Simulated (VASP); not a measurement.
Co:

```xyz
2
Lattice="2.4874 0.0000 0.0000 -1.2437 2.1541 0.0000 0.0000 0.0000 4.0633" Properties=species:S:1:pos:R:3 pbc="T T T"
Co    0.0000    1.4361    3.0074
Co    1.2437    0.7180    1.0559
```

Base run:

* Program: VASP 6.6.1
* Functional: PBE
* Potentials or basis: VASP PAW PBE potentials, release 64 (Co)
* Cutoff: 520 eV
* k mesh: 12 × 12 × 7
* Occupations: fermi-dirac, width 0.05 eV
* Spin: collinear spin, ferromagnetic start
* Starting moments: [2.0, 2.0] μB

Its results: pressure 0.0 GPa; net moment 3.26 μB per cell; site moments Co +1.65 μB; largest force 0.481 eV/Å.

Task: After a change of settings the same cell gave: pressure 9.4 GPa; net moment 3.19 μB per cell; site moments Co +1.61 μB; largest force 0.522 eV/Å. Which change was it?
A. occupations from fermi-dirac, width 0.05 eV to gaussian, width 0.028 eV; further incar settings from ALGO = Normal; EDIFF = 1e-07; NBANDS = 20 to ALGO = Fast; EDIFF = 1e-06; NBANDS = 20
B. functional from PBE to revPBE; further incar settings from ALGO = Normal; EDIFF = 1e-07; NBANDS = 20 to ALGO = Normal; EDIFF = 1e-06; NBANDS = 20
C. functional from PBE to PBEsol; further incar settings from ALGO = Normal; EDIFF = 1e-07; NBANDS = 20 to ALGO = Fast; EDIFF = 1e-07; NBANDS = 20
D. functional from PBE to BLYP

Result: D.

BLYP binds less tightly than PBE, so the same cell stands under more pressure.

Caveats: the PAW data sets were made with another functional, which shifts forces and pressure a little (some runs).
